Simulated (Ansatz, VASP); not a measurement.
## W: VASP beside Ansatz

POSCAR

```
W
1.0
    0.0000000000      2.0025642044      2.0025642044
    2.0025642044      0.0000000000      2.0025642044
    2.0025642044      2.0025642044      0.0000000000
W
1
Direct
    0.0000000000      0.0000000000      0.0000000000
```

The input INCAR.step1:

```
SYSTEM = W
PREC     = Accurate       ! precision mode
ENCUT    = 520            ! plane-wave cutoff, eV
EDIFF    = 1E-5           ! SCF threshold, eV
ISMEAR   = -1             ! smearing method
SIGMA    = 0.05           ! smearing width, eV
LREAL    = .FALSE.        ! projectors in reciprocal space
LASPH    = .TRUE.         ! aspherical terms in the spheres
NELM     = 100            ! most SCF steps
ALGO     = Normal         ! electronic algorithm
ISIF     = 2              ! what is computed and relaxed
LWAVE    = .TRUE.         ! write WAVECAR
LCHARG   = .FALSE.        ! write CHGCAR
GGA      = PE             ! functional
NBANDS   = 13             ! bands
```

File INCAR.step2:

```
SYSTEM = W
PREC     = Accurate       ! precision mode
ENCUT    = 520            ! plane-wave cutoff, eV
EDIFF    = 1E-7           ! SCF threshold, eV
ISMEAR   = -1             ! smearing method
SIGMA    = 0.05           ! smearing width, eV
LREAL    = .FALSE.        ! projectors in reciprocal space
LASPH    = .TRUE.         ! aspherical terms in the spheres
NELM     = 100            ! most SCF steps
ALGO     = Normal         ! electronic algorithm
ISIF     = 2              ! what is computed and relaxed
LWAVE    = .FALSE.        ! write WAVECAR
LCHARG   = .FALSE.        ! write CHGCAR
GGA      = PE             ! functional
LHFCALC  = .TRUE.         ! exact exchange
AEXX     = 0.25           ! exact-exchange fraction
PRECFOCK = Normal       
ISTART   = 1            
NBANDS   = 13             ! bands
```

KPOINTS

```
regular mesh
0
G
  6 6 6
  0 0 0
```

File input.yaml:

```yaml
crystal:
  lattice:
    - [0.0, 2.0025642044, 2.0025642044]
    - [2.0025642044, 0.0, 2.0025642044]
    - [2.0025642044, 2.0025642044, 0.0]
  atoms:
    - { symbol: W, position: [0.0, 0.0, 0.0] }
hamiltonian:
  xc: pbe0
  pseudopotentials: { kind: paw }
kpoints:
  mp_grid: { grid: [6, 6, 6] }
scf:
  occupations: { method: fermi_dirac, width: 0.05 }
output:
  forces: true
  stress: true
  eigenvalues: true
```

Alike in both runs: task single point; functional PBE0; k mesh 6 × 6 × 6; occupations fermi-dirac, width 0.05 eV; no spin polarisation.

```csv
,VASP,Ansatz
version,VASP 6.6.1,Ansatz 0.2.0
potentials or method,"VASP PAW PBE potentials, release 64 (W_sv)",Ansatz PAW
plane-wave cutoff (eV),520,420
valence electrons in the cell,14,14
```

|  | VASP | Ansatz | Ansatz less VASP |
| --- | --- | --- | --- |
| gap on the k mesh at the Fermi level (eV) | none | none | - |
| pressure (GPa) | 3.1 | 3.8 | +0.65 |

A gap of «none» marks a metal or a gap that the smearing closes. With one functional, cell and mesh, what is left measures potentials, basis and numerics.

The k mesh is coarse, so the values compare programs but aren't converged. Spin-orbit coupling is off throughout.
